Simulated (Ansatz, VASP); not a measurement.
# One calculation of MnS, two programs

File INCAR:

```
SYSTEM = MnS
PREC = Accurate
ENCUT = 520
EDIFF = 1E-7
ISMEAR = -1
SIGMA = 0.05
LREAL = .FALSE.
LASPH = .TRUE.
NELM = 150
ALGO = Normal
ISIF = 2
LWAVE = .FALSE.
LCHARG = .TRUE.
ISPIN = 2
MAGMOM = 4 0
LORBIT = 11
LMAXMIX = 4
GGA = CA
LELF = .TRUE.
LVHAR = .TRUE.
NBANDS = 20
```

The input KPOINTS:

```
Automatic mesh
0
G
  9 9 9
  0 0 0
```

File POSCAR:

```
MnS
1.0
    0.0000000000      2.5219750179      2.5219750179
    2.5219750179      0.0000000000      2.5219750179
    2.5219750179      2.5219750179      0.0000000000
Mn S
1 1
Direct
    0.0000000000      0.0000000000      0.0000000000
    0.7500000000      0.7500000000      0.7500000000
```

input.yaml

```yaml
crystal:
  lattice:
    - [0.0, 2.5219750179, 2.5219750179]
    - [2.5219750179, 0.0, 2.5219750179]
    - [2.5219750179, 2.5219750179, 0.0]
  atoms:
    - { symbol: Mn, position: [0.0, 0.0, 0.0], spin: 4.0 }
    - { symbol: S, position: [0.75, 0.75, 0.75] }
kpoints:
  mp_grid: { grid: [9, 9, 9] }
scf:
  occupations: { method: fermi_dirac, width: 0.05 }
hamiltonian:
  xc: lda
  pseudopotentials: { kind: all_electron, lapw: { basis_error: 0.001 } }
magnetization:
  spin_polarized: true
output:
  forces: true
  stress: true
  eigenvalues: true
```

Change from the starting cell: volume scaled by 1.06.

Alike in both runs: task single point; functional LDA; k mesh 9 × 9 × 9; occupations fermi-dirac, width 0.05 eV; collinear spin.

|  | VASP | Ansatz |
| --- | --- | --- |
| version | VASP 6.6.1 | Ansatz 0.2.0 |
| potentials or method | VASP PAW LDA potentials, release 64 (Mn_pv, S), cutoff 520 eV | all-electron LAPW, scalar-relativistic |

Ansatz gave:

```
gap on the k mesh at the Fermi level (eV)                     : none
pressure (GPa)                                                : -13.5
net moment per atom (μB)                                      : 0.13
size of the moment on the site where the two differ most (μB) : 0.24
```

**Question.** What did VASP give for the same quantities?

**Answer.** gap on the k mesh at the Fermi level (eV): none; pressure (GPa): -13.4; net moment per atom (μB): 0.10; size of the moment on the site where the two differ most (μB): 0.20.

LDA's correlation is that of Perdew and Zunger in VASP and of Perdew and Wang (1992) in Ansatz. Site moments also hang on the region over which each program counts them. A gap of «none» marks a metal or a gap that the smearing closes. Ansatz ran all-electron here, and VASP with PAW potentials.
